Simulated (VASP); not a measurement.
Input of a VASP 6.6.1 run:

INCAR

```
ALGO = Fast
EDIFF = 1E-7
ENCUT = 520
GGA = PS
ISIF = 2
ISMEAR = 0
LASPH = T
LCHARG = T
LELF = T
LREAL = F
LVHAR = T
LWAVE = F
NBANDS = 11
NELM = 60
PREC = Accurate
SIGMA = 0.15
```

The input KPOINTS:

```
k-points
0
Gamma
  22 22 22
```

File POSCAR:

```
Pt
1.0
   -1.5842200000      1.5842200000      1.5604567000
    1.5842200000     -1.5842200000      1.5604567000
    1.5842200000      1.5842200000     -1.5604567000
Pt
1
Direct
    0.0000000000      0.0000000000      0.0000000000
```

Potentials or basis: VASP PAW PBE potentials, release 64 (Pt).

Command:

```console
$ cat potpaw_PBE.64/Pt/POTCAR > POTCAR
$ mpirun -np 1 vasp_std > vasp.out
```

(1) Predict the band gap on the k mesh.

(2) Predict the pressure.

Answers

(1) zero (bands 5 and 6 overlap by 2.13 eV).

(2) -7.9 GPa.

Caveat: the cell differs from its parent crystal (strain +0.000 along x and y, -0.015 along z); the cell stands under tension; the PAW data sets were made with another functional, which shifts forces and pressure a little; spin-orbit coupling is left out, which moves the levels of the heavy elements.
